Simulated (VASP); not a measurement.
Rb2BrCl, 4 atoms in the cell. It takes space group R-3m (No. 166, trigonal). The conventional cell has a = 4.781 Å, b = 4.781 Å, c = 23.462 Å, α = 90.00°, β = 90.00°, γ = 120.00°. Within 4.4 Å of Cl (site symmetry -3m) lie 6 Rb at 3.33 Å. Br (site symmetry -3m) has 6 Rb at 3.44 Å within 4.5 Å. Rb (site symmetry 3m) has 3 Cl at 3.33 Å and 3 Br at 3.44 Å within 4.4 Å. 

```yaml
Program: VASP 6.6.1
Task: single point
Functional: PBE
Potentials_or_basis: VASP PAW PBE potentials, release 64 (Cl, Br, Rb_sv)
Cutoff: 520 eV
k_mesh: 6 × 6 × 6
Occupations: gaussian, width 0.01 eV
Spin: no spin polarisation
Dipole_correction: no
Further_INCAR_settings: ALGO = Normal; EDIFF = 1e-07; NBANDS = 24
```

Potentials or basis: VASP PAW PBE potentials, release 64 (Cl, Br, Rb_sv).

Launch:

```sh
$ cat potpaw_PBE.64/Cl/POTCAR potpaw_PBE.64/Br/POTCAR potpaw_PBE.64/Rb_sv/POTCAR > POTCAR
$ mpirun -np 1 vasp_std > vasp.out
```

Hardware: 1 thread of Intel(R) Xeon(R) Platinum 8488C (Sapphire Rapids), with other jobs on the host.

How long does it take, and how much memory?

Wall time 4.9 min on 1 thread of Intel(R) Xeon(R) Platinum 8488C (Sapphire Rapids) (shared host), peak memory 0.57 GiB. Counts: scf iterations 15, k points 32.
